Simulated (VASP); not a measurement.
# Sn (P6/mmm) in VASP: notebook

Sn is run at these levels: PBE; tasks: single point, relaxation of cell and atoms.

All numbers are computed with VASP 6.6.1; they aren't measurements. Logs are shortened: lines on timing, memory, paths and dates and some standing lists are left out, and cuts for length are marked.

### 1 The cell of the first run

It takes space group P6/mmm (No. 191, hexagonal). Conventional cell: a = 5.618 Å, b = 5.618 Å, c = 3.425 Å, α = 90.00°, β = 90.00°, γ = 120.00°. Within 4.5 Å of Sn (site symmetry 6/mmm) lie 14 Sn at 3.43 to 3.67 Å. Within 4.3 Å of Sn (site symmetry -6m2) lie 11 Sn at 3.24 to 3.67 Å.

### 2 Single point, PBE (volume scaled by 1.12)

The input, INCAR:

```
PREC = Accurate ; ENCUT = 520
EDIFF = 1E-6 ; ISMEAR = -1
SIGMA = 0.1 ; LREAL = False
LASPH = True ; NELM = 60
ALGO = Normal ; ISIF = 2
LWAVE = False ; LCHARG = False
GGA = PE ; NBANDS = 28
```

The input, KPOINTS:

```
regular mesh
0
Gamma
  8 8 11
```

The input, POSCAR:

```
Sn
1.0
    5.6177734644      0.0000000000      0.0000000000
   -2.8088867322      4.8651345329      0.0000000000
    0.0000000000      0.0000000000      3.4253357378
Sn
3
Direct
    0.0000000000      0.0000000000      0.0000000000
    0.3333333333      0.6666666667      0.5000000000
    0.6666666667      0.3333333333      0.5000000000
```

Potentials or basis: VASP PAW PBE potentials, release 64 (Sn_d).

Run with:

```bash
$ cat potpaw_PBE.64/Sn_d/POTCAR > POTCAR
$ mpirun -np 1 vasp_std > vasp.out
```

OUTCAR:

```text
PREC = Accurate
   ENCUT = 520
   EDIFF = 1E-6
   ISMEAR = -1
   LREAL = False
   LASPH = True
   NELM = 60
   ISIF = 2
   GGA = PE

 ion  position               nearest neighbor table
   1  0.000  0.000  0.000-   2 3.67   3 3.67   2 3.67   3 3.67   3 3.67   3 3.67   2 3.67   2 3.67
                             3 3.67   3 3.67   2 3.67   2 3.67
   2  0.333  0.667  0.500-   3 3.24   3 3.24   3 3.24   1 3.67   1 3.67   1 3.67   1 3.67   1 3.67
                             1 3.67
   3  0.667  0.333  0.500-   2 3.24   2 3.24   2 3.24   1 3.67   1 3.67   1 3.67   1 3.67   1 3.67
                             1 3.67

  LATTYP: Found a hexagonal cell.
 ALAT       =     5.6177734644
 C/A-ratio  =     0.6097319088

  Lattice vectors:

 A1 = (   5.6177734644,   0.0000000000,   0.0000000000)
 A2 = (  -2.8088867322,   4.8651345329,   0.0000000000)
 A3 = (   0.0000000000,   0.0000000000,   3.4253357378)

Analysis of symmetry for initial positions (statically):
=====================================================================
 Subroutine PRICEL returns:
 Original cell was already a primitive cell.

 Routine SETGRP: Setting up the symmetry group for a
 hexagonal supercell.

 Subroutine GETGRP returns: Found 24 space group operations
 (whereof 24 operations were pure point group operations)
 out of a pool of 24 trial point group operations.

The static configuration has the point symmetry D_6h.

Analysis of symmetry for dynamics (positions and initial velocities):
=====================================================================
 Subroutine PRICEL returns:
 Original cell was already a primitive cell.

 Routine SETGRP: Setting up the symmetry group for a
 hexagonal supercell.

 Subroutine GETGRP returns: Found 24 space group operations
 (whereof 24 operations were pure point group operations)
 out of a pool of 24 trial point group operations.

The dynamic configuration has the point symmetry D_6h.

 Subroutine INISYM returns: Found 24 space group operations
 (whereof 24 operations are pure point group operations),
 and found     1 'primitive' translations

----------------------------------------------------------------------------------------

                                     Primitive cell

  volume of cell :      93.6186

[... 75 lines left out ...]
   dimension x,y,z NGX =    42 NGY =   42 NGZ =   28
   dimension x,y,z NGXF=    84 NGYF=   84 NGZF=   56
   ions per type =               3
   NGX,Y,Z   is equivalent  to a cutoff of  12.43, 12.43, 13.59 a.u.
   NGXF,Y,Z  is equivalent  to a cutoff of  24.86, 24.86, 27.18 a.u.
 SYSTEM =  unknown system
   PREC   = accura    normal or accurate (medium, high low for compatibility)
   ISTART =      0    job   : 0-new  1-cont  2-samecut
   ICHARG =      2    charge: 1-file 2-atom 10-const
   ISPIN  =      1    spin polarized calculation?
   LNONCOLLINEAR =      F non collinear calculations
   LSORBIT =      F    spin-orbit coupling
   LASPH  =      T    aspherical Exc in radial PAW
   ENCUT  =  520.0 eV  38.22 Ry    6.18 a.u.  10.45 10.45  6.37*2*pi/ulx,y,z
   NELM   =     60;   NELMIN=  2; NELMDL= -5     # of ELM steps
   EDIFF  = 0.1E-05   stopping-criterion for ELM
   LREAL  =      F    real-space projection
   EDIFFG = 0.1E-04   stopping-criterion for IOM
   NSW    =      0    number of steps for IOM
   IBRION =     -1    ionic relax: 0-MD 1-quasi-New 2-CG
   NFREE  =      0    steps in history (QN), initial steepest desc. (CG)
   ISIF   =      2    stress and relaxation
   ISYM   =      2    0-nonsym 1-usesym 2-fastsym
   POTIM  = 0.5000    time-step for ionic-motion
   TEBEG  =    0.0;   TEEND  =   0.0 temperature during run
   PSTRESS=    0.0 pullay stress
   NELECT =      42.0000    total number of electrons
   NUPDOWN=      -1.0000    fix difference up-down
   EMIN   =  10.00;   EMAX   =-10.00  energy-range for DOS
   EFERMI =   0.00;   METHOD = LEGACY
   ISMEAR =    -1;   SIGMA  =   0.10  broadening in eV -4-tet -1-fermi 0-gaus
   EFERMI_NEDOS =   21; number of points for ismear=-14 and -15
   IALGO  =     38    algorithm
   IMIX   =      4    mixing-type and parameters
     AMIX     =   0.40;   BMIX     =  1.00
     AMIX_MAG =   1.60;   BMIX_MAG =  1.00
  volume/ion in A,a.u.               =      31.21       210.59
  Fermi-wavevector in a.u.,A,eV,Ry     =   1.253248  2.368296 21.369742  1.570632
  Thomas-Fermi vector in A             =   2.387110
   LORBIT       =      0    0 simple, 1 ext, 2 COOP (PROOUT), +10 PAW based schemes
   GGA     = PE    functional components
[... 5 lines left out ...]
 non-spin polarized calculation
  energy-cutoff  :      520.00
  volume of cell :       93.62
 maximum number of plane-waves:      2581
 NGX is ok and might be reduce to    42
   NGX = 21   NGY = 21   NGZ = 13

 number of electron      41.9999966 magnetization

 Free energy of the ion-electron system (eV)
  ---------------------------------------------------
  ext. energy  EPLUGINS =         0.00000000
  ---------------------------------------------------
  free energy    TOTEN  =       -11.20457713 eV

  energy without entropy =      -11.14619009  energy(sigma->0) =      -11.17538361

 E-fermi :   6.5062     XC(G=0):  -9.7251

 val. band max:        6.4963393714   @ k =   0.3750   0.0000   0.2727
 cond. band min:       6.5100440342   @ k =   0.2500   0.0000   0.0000
 fundamental gap:      0.0137046628
 Fermi energy:         6.5061887755

 k-point     1 :       0.0000    0.0000    0.0000
  band No.  band energies     occupation
      1     -15.1284      2.00000
      2     -15.0799      2.00000
      3     -15.0799      2.00000
      4     -15.0481      2.00000
      5     -15.0481      2.00000
      6     -14.9579      2.00000
[... 733 lines left out ...]
     27      10.6588      0.00000
     28      13.4184      0.00000

 [... further k-points ...]
[... 5 lines left out ...]
  --------------------------------------------------------------------------------------
  -------------------------------------------------------------------------------------
  Total       -1.9480558     -1.9480558     -2.7969738     -0.0000000     -0.0000000      0.0000000
  in kB      -33.3387839    -33.3387839    -47.8670599     -0.0000000     -0.0000000      0.0000000
  external PRESSURE =     -38.1815426 kB  Pullay stress =       0.0000000 kB

 VOLUME and BASIS-vectors are now :
 -----------------------------------------------------------------------------
  energy-cutoff  :      520.00
  volume of cell :       93.62
      direct lattice vectors                 reciprocal lattice vectors
     5.617773464  0.000000000  0.000000000     0.178006466  0.102772081  0.000000000
    -2.808886732  4.865134533  0.000000000     0.000000000  0.205544162  0.000000000
     0.000000000  0.000000000  3.425335738     0.000000000  0.000000000  0.291942185

 POSITION                                       TOTAL-FORCE (eV/Angst)
 -----------------------------------------------------------------------------------
      0.00000      0.00000      0.00000        -0.000000      0.000000     -0.000000
     -0.00000      3.24342      1.71267         0.000000      0.000000     -0.000000
      2.80889      1.62171      1.71267        -0.000000      0.000000      0.000000
 -----------------------------------------------------------------------------------
    total drift:                                0.000000      0.000000     -0.000000

  FREE ENERGIE OF THE ION-ELECTRON SYSTEM (eV)
  ---------------------------------------------------
  free  energy   TOTEN  =       -11.2045771254 eV

  energy  without entropy=      -11.1461900941  energy(sigma->0) =      -11.17538361
```

OSZICAR:

```text
N       E                     dE             d eps       ncg     rms          rms(c)
DAV:   1     0.375316344847E+03    0.37532E+03   -0.21636E+04  3380   0.224E+03
DAV:   2     0.344821886882E+02   -0.34083E+03   -0.33566E+03  3360   0.523E+02
DAV:   3    -0.932945480084E+01   -0.43812E+02   -0.43239E+02  3800   0.171E+02
DAV:   4    -0.111743837191E+02   -0.18449E+01   -0.18348E+01  3772   0.378E+01
DAV:   5    -0.112438030471E+02   -0.69419E-01   -0.69408E-01  4604   0.719E+00    0.191E+00
DAV:   6    -0.112103279807E+02    0.33475E-01   -0.67402E-02  4032   0.592E+00    0.104E+00
DAV:   7    -0.112049127536E+02    0.54152E-02   -0.60002E-02  3732   0.257E+00    0.248E-01
DAV:   8    -0.112045329345E+02    0.37982E-03   -0.36274E-03  3592   0.747E-01    0.999E-02
DAV:   9    -0.112045705142E+02   -0.37580E-04   -0.49984E-04  4128   0.239E-01    0.261E-02
DAV:  10    -0.112045752184E+02   -0.47042E-05   -0.32627E-05  4800   0.695E-02    0.825E-03
DAV:  11    -0.112045776139E+02   -0.23954E-05   -0.63481E-06  3528   0.303E-02    0.205E-03
DAV:  12    -0.112045771254E+02    0.48848E-06   -0.89117E-07  1824   0.123E-02
   1 F= -.11204577E+02 E0= -.11175384E+02  d E =-.583870E-01
```

stdout:

```text
POSCAR found type information on POSCAR Sn
 POSCAR found :  1 types and       3 ions
 scaLAPACK will be used
 LDA part: xc-table for (Slater+PW92), standard interpolation
 POSCAR, INCAR and KPOINTS ok, starting setup
 FFT: planning ... GRIDC
 FFT: planning ... GRID_SOFT
 FFT: planning ... GRID
 WAVECAR not read
 entering main loop
```

It took 78 s on 1 thread of Intel Xeon 6975P-C, shared host; peak memory 0.28 GiB.

What came out:

* Free energy: -11.2046 eV
* Pressure: -3.8 GPa
* Band gap on the k mesh: zero (band 21 reaches 7.86 eV, above the bottom of band 22 at 4.52 eV)

Levels at points of the mesh, in eV from the Fermi level:
| k point | band 17 | band 18 | band 19 | band 20 | band 21 | band 22 | band 23 | band 24 | band 25 | band 26 |
| --- | --- | --- | --- | --- | --- | --- | --- | --- | --- | --- |
| (0.00, 0.00, 0.00) | -5.66 | -5.30 | -2.12 | -2.12 | -1.98 | -1.98 | 2.71 | 6.13 | 6.79 | 6.85 |
| (0.50, 0.00, 0.00) | -8.57 | -6.29 | -3.78 | 0.84 | 0.97 | 2.50 | 2.88 | 3.69 | 4.29 | 4.38 |

Caveat: the cell differs from its parent crystal (volume scaled by 1.12); spin-orbit coupling is left out, which moves the levels of the heavy elements.

### 3 Single point, PBE

This run uses another cell than the first one, of 27.86 Å³/atom, 0.893 times its volume.

The input, INCAR:

```
PREC     = Accurate       # precision mode
ENCUT    = 520            # plane-wave cutoff, eV
EDIFF    = 1E-6           # SCF threshold, eV
ISMEAR   = -1             # smearing method
SIGMA    = 0.1            # smearing width, eV
LREAL    = False          # projectors in reciprocal space
LASPH    = True           # aspherical terms in the spheres
NELM     = 100            # most SCF steps
ALGO     = Normal         # electronic algorithm
ISIF     = 2              # what is computed and relaxed
LWAVE    = False          # write WAVECAR
LCHARG   = True           # write CHGCAR
GGA      = PE             # functional
LELF     = True           # ELF
LVHAR    = True         
NBANDS   = 28             # bands
```

The input, KPOINTS:

```
regular mesh
0
Gamma
  9 9 13
```

The input, POSCAR:

```
Sn
1.0
    5.4095135730      0.0000000000      0.0000000000
   -2.7047567865      4.6847761764      0.0000000000
    0.0000000000      0.0000000000      3.2983530367
Sn
3
Direct
    0.0000000000      0.0000000000      0.0000000000
    0.3333333333      0.6666666667      0.5000000000
    0.6666666667      0.3333333333      0.5000000000
```

Potentials or basis: VASP PAW PBE potentials, release 64 (Sn_d).

Run with:

```bash
$ cat potpaw_PBE.64/Sn_d/POTCAR > POTCAR
$ mpirun -np 1 vasp_std > vasp.out
```

It took 1.9 min on 1 thread of Intel Xeon 6975P-C, shared host; peak memory 0.29 GiB.

It converged, with:

| Property | Result |
| --- | --- |
| Free energy | -11.3618 eV |
| Pressure | -0.1 GPa |
| Band gap on the k mesh | zero (band 21 reaches 10.02 eV, above the bottom of band 22 at 5.44 eV) |

Stress tensor (GPa, compression positive):
```
 0.59  0.00  0.00
 0.00  0.59  0.00
 0.00  0.00 -1.35
```

Levels at points of the mesh, in eV from the Fermi level:
```
           k point  band 17  band 18  band 19  band 20  band 21  band 22  band 23  band 24  band 25  band 26
(0.00, 0.00, 0.00)    -5.61    -5.26    -2.51    -2.51    -2.37    -2.37     2.89     6.40     7.74     7.78
```

Caveat: spin-orbit coupling is left out, which moves the levels of the heavy elements.

### 4 Relaxation of cell and atoms, PBE

This run uses another cell than the first one, of 28.03 Å³/atom, 0.898 times its volume.

The input, INCAR:

```
  PREC = Accurate
  ENCUT = 600
  EDIFF = 1E-6
  ISMEAR = -1
  SIGMA = 0.1
  LREAL = False
  LASPH = True
  NELM = 60
  ALGO = Normal
  ISIF = 3
  LWAVE = False
  LCHARG = False
  GGA = PE
  IBRION = 2
  NSW = 80
  EDIFFG = -0.01
```

The input, KPOINTS:

```
Automatic mesh
0
Gamma
  7 7 10
```

The input, POSCAR:

```
Sn
1.0
    5.4109849790      0.0000000000      0.0000000000
   -2.7054924895      4.6860504513      0.0000000000
    0.0000000000      0.0000000000      3.3169337921
Sn
3
Direct
    0.0000000000      0.0000000000      0.0000000000
    0.3333333333      0.6666666667      0.5000000000
    0.6666666667      0.3333333333      0.5000000000
```

Run with:

```bash
$ cat potpaw_PBE.64/Sn_d/POTCAR > POTCAR
$ mpirun -np 1 vasp_std > vasp.out
```

Wall time 4.1 min (1 thread of Intel Xeon 6975P-C, shared host); peak memory 0.3 GiB.

The run converged. Its results:

| Quantity | Value |
| --- | --- |
| Free energy | -11.3348 eV |
| Relaxed volume | 27.86 Å³/atom |
| Relaxed cell | a = 5.407 Å, b = 5.407 Å, c = 3.301 Å, α = 90.00°, β = 90.00°, γ = 120.00° |
| Space group after relaxing (to 0.05 Å) | P6/mmm (No. 191) |
| Energy gained by relaxing | 0.2 meV/atom |
| Ionic steps | 5 |
| Pressure after relaxing | 0.0 GPa |
| Band gap on the k mesh | zero (band 21 reaches 9.80 eV, above the bottom of band 22 at 5.44 eV) |

Stress tensor (GPa, compression positive):
```
 0.04  0.00  0.00
 0.00  0.04  0.00
 0.00  0.00 -0.04
```

Step by step:
```csv
step,energy change (eV),largest force (eV/Å),pressure (GPa),volume (Å³)
1,0.0000,0.0000,-0.28,84.10
2,-0.0006,0.0000,0.08,83.51
3,-0.0006,0.0000,0.02,83.55
4,-0.0006,0.0000,0.03,83.53
5,-0.0007,0.0000,0.02,83.57
```

Final structure:
```
Sn
1.0
     5.40710    0.00000    0.00000
    -2.70355    4.68269    0.00000
     0.00000    0.00000    3.30063
Sn
3
Direct
  0.00000 0.00000 0.00000
  0.33333 0.66667 0.50000
  0.66667 0.33333 0.50000
```

Levels at points of the mesh, in eV from the Fermi level:
```
           k point  band 18  band 19  band 20  band 21  band 22  band 23  band 24  band 25
(0.00, 0.00, 0.00)    -5.31    -2.57    -2.57    -2.43    -2.43     2.81     6.32     7.67
(0.00, 0.00, 0.50)    -2.71    -1.46    -1.07    -0.64    -0.64    -0.37     0.69     0.69
```

Caveat: spin-orbit coupling is left out, which moves the levels of the heavy elements.

### 5 Summary

| task | cell | k mesh | cutoff (eV) | gap on the mesh (eV) | pressure (GPa) |
| --- | --- | --- | --- | --- | --- |
| single point | a = 5.618, b = 5.618, c = 3.425 Å, angles 90.0, 90.0, 120.0°, 3 atoms | 8 × 8 × 11 | 520 | none | -3.8 |
| single point | a = 5.410, b = 5.410, c = 3.298 Å, angles 90.0, 90.0, 120.0°, 3 atoms | 9 × 9 × 13 | 520 | none | -0.1 |
| relaxation of cell and atoms | relaxed from a = 5.411, b = 5.411, c = 3.317 Å, angles 90.0, 90.0, 120.0°, 3 atoms | 7 × 7 × 10 | 600 | none | 0.0 |

Alike in all rows: level PBE; potentials or basis VASP PAW PBE potentials, release 64 (Sn_d); no spin polarisation; smearing fermi-dirac 0.1 eV.

Caveats: spin-orbit coupling is left out, which moves the levels of the heavy elements.

Total energies depend on the potentials used, so only differences within one code and one set of settings carry meaning.
